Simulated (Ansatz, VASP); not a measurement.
SnTe in VASP and in Ansatz

INCAR

```
PREC     = Accurate       # precision mode
ENCUT    = 520            # plane-wave cutoff, eV
EDIFF    = 1E-8           # SCF threshold, eV
ISMEAR   = -1             # smearing method
SIGMA    = 0.08           # smearing width, eV
LREAL    = False          # projectors in reciprocal space
LASPH    = True           # aspherical terms in the spheres
NELM     = 60             # most SCF steps
ALGO     = Normal         # electronic algorithm
ISIF     = 2              # what is computed and relaxed
LWAVE    = False          # write WAVECAR
LCHARG   = False          # write CHGCAR
GGA      = CA             # functional
LEFG     = True         
NBANDS   = 17             # bands
```

File KPOINTS:

```
Automatic mesh
0
Gamma
  11 11 11
```

Contents of POSCAR:

```
SnTe
1.0
    0.0000000000      3.2184078740      3.2184078740
    3.2184078740      0.0000000000      3.2184078740
    3.2184078740      3.2184078740      0.0000000000
Sn Te
1 1
Direct
    0.0000000000      0.0000000000      0.0000000000
    0.5000000000      0.5000000000      0.5000000000
```

Input for Ansatz:

```yaml
crystal:
  lattice:
    - [0.0, 3.218407874, 3.218407874]
    - [3.218407874, 0.0, 3.218407874]
    - [3.218407874, 3.218407874, 0.0]
  atoms:
    - { symbol: Sn, position: [0.0, 0.0, 0.0] }
    - { symbol: Te, position: [0.5, 0.5, 0.5] }
kpoints:
  mp_grid: { grid: [11, 11, 11] }
scf:
  occupations: { method: fermi_dirac, width: 0.08 }
hamiltonian:
  xc: lda
  pseudopotentials: { kind: paw }
output:
  forces: true
  stress: true
  eigenvalues: true
  efg: { contact_densities: true }
```

Change from the starting cell: volume scaled by 1.06, PAW files.

Alike in both runs: task electric field gradients; functional LDA; k mesh 11 × 11 × 11; occupations fermi-dirac, width 0.08 eV; no spin polarisation.

|  | VASP | Ansatz |
| --- | --- | --- |
| version | VASP 6.6.1 | Ansatz 0.2.0 |
| potentials or method | VASP PAW LDA potentials, release 64 (Sn_d, Te) | PAW with Ansatz's default frozen-core files, scalar-relativistic |
| plane-wave cutoff (eV) | 520 | 420 |
| valence electrons in the cell | 20 | 30 |

|  | VASP | Ansatz | Ansatz less VASP |
| --- | --- | --- | --- |
| pressure (GPa) | -3.9 | -3.9 | -0.01 |

LDA's correlation is that of Perdew and Zunger in VASP and of Perdew and Wang (1992) in Ansatz. VASP's potentials hold 20 valence electrons a cell and Ansatz's 30, so a difference there can come from the potentials and not from the codes.

Neither program's run includes spin-orbit coupling.
